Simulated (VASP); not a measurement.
**CdS: single point with PBEsol**

Crystal: CdS.

```
CELL_PARAMETERS angstrom
0.00000 2.80724 2.80724
2.80724 0.00000 2.80724
2.80724 2.80724 0.00000
ATOMIC_POSITIONS crystal
Cd 0.00000 0.00000 0.00000
S 0.50000 0.50000 0.50000
```

This cell differs from its parent crystal: volume scaled by 1.06.

- Program: VASP 6.6.1
- Task: single point
- Functional: PBEsol
- Potentials or basis: VASP PAW PBE potentials, release 64 (Cd, S)
- Cutoff: 520 eV
- k mesh: 8 × 8 × 8
- Occupations: fermi-dirac, width 0.05 eV
- Spin: no spin polarisation
- Dipole correction: no
- Further INCAR settings: ALGO = Normal; EDIFF = 1e-06; NBANDS = 16

```json
{
 "Pressure": "-7.2 GPa"
}
```

Levels at points of the mesh, in eV from the Fermi level:
```
           k point  band 6  band 7  band 8  band 9  band 10  band 11  band 12  band 13
(0.00, 0.00, 0.00)   -7.60   -0.75   -0.75   -0.75     0.31     8.97     8.97     8.97
(0.50, 0.00, 0.00)   -7.43   -4.70   -0.16   -0.16     3.26     5.68     5.68     5.97
(0.50, 0.50, 0.00)   -6.83   -3.96   -2.03   -2.03    -0.02     5.85     9.07    10.42
```

It took 42 s on 1 thread of AMD EPYC 7R13, with other jobs on the host, peak memory 0.14 GiB.

Caveat: the PAW data sets were made with another functional, which shifts forces and pressure a little.
